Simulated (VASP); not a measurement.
Here is a VASP 6.6.1 calculation.

File INCAR:

```
SYSTEM = Si16O
ALGO = Normal ; EDIFF = 1E-6
ENCUT = 520 ; GGA = CA
ISIF = 2 ; ISMEAR = -1
ISPIN = 2 ; LASPH = .TRUE.
LCHARG = .FALSE. ; LORBIT = 11
LREAL = Auto ; LWAVE = .FALSE.
MAGMOM = 0 0 0 0 0 0 0 0 0 0 0 0 0 0 0 0 1 ; NBANDS = 53
NELM = 150 ; PREC = Accurate
SIGMA = 0.02
```

The input KPOINTS:

```
k-points
0
G
  2 2 2
  0 0 0
```

File POSCAR:

```
Si16O
1.0
    0.0000000000      5.4300000000      5.4300000000
    5.4300000000      0.0000000000      5.4300000000
    5.4300000000      5.4300000000      0.0000000000
Si O
16 1
Direct
   -0.0626611418      0.0386464088      0.0116114180
    0.1573664825      0.0900552486      0.1337016575
   -0.0169429098     -0.0030939227      0.4970718232
    0.1215009208      0.0882780847      0.6518692449
    0.0414548803      0.4560405157      0.0201104972
    0.1082780847      0.6512799263      0.1304327808
    0.0400736648      0.4702762431      0.5069429098
    0.1293554328      0.5906998158      0.6543093923
    0.5125046041     -0.0157458564      0.0110128913
    0.5535451197      0.1564732965      0.1562154696
    0.4658931860      0.0099631676      0.5229097606
    0.5893922652      0.1437200737      0.6356537753
    0.5169797422      0.5239963168     -0.0093370166
    0.6499355433      0.6185543278      0.1163075506
    0.5031399632      0.5291068140      0.5107090239
    0.6755893186      0.6093830571      0.6119060773
    0.2270534070      0.7944935543      0.1266666667
```

Potentials or basis: VASP PAW LDA potentials, release 64 (Si, O).

Command:

```bash
$ cat potpaw_LDA.64/Si/POTCAR potpaw_LDA.64/O/POTCAR > POTCAR
$ mpirun -np 1 vasp_std > vasp.out
```

Q: What does it give for the pressure?

A: -0.7 GPa.

Q: Estimate the band gap on the k mesh.

A: 0.22 eV.

Q: Estimate the largest force.

A: 2.611 eV/Å.

Forces in eV/Å, atoms in the order of the input:
```
Si   0.366  0.495 -0.097
Si  -0.137 -0.761 -1.926
Si   0.496  1.081 -1.032
Si   0.980 -2.112 -1.181
Si   0.774 -1.068  0.158
Si   0.572  0.614 -0.421
Si  -1.142 -0.583 -0.620
Si   0.974 -0.397  1.897
Si  -0.530 -0.167  1.111
Si  -0.263  0.259  0.997
Si  -1.540  1.938  0.731
Si  -0.118  0.737  1.249
Si  -0.949 -0.701 -1.007
Si   0.944  2.181  0.240
Si  -1.670 -0.914 -1.061
Si   2.029 -0.428  0.060
O   -0.787 -0.171  0.902
```

Caveat: the k points lie up to 0.50 Å⁻¹ apart; the atoms stand as in a frame of molecular dynamics; semilocal functionals underestimate gaps, and a narrow one can read as zero.
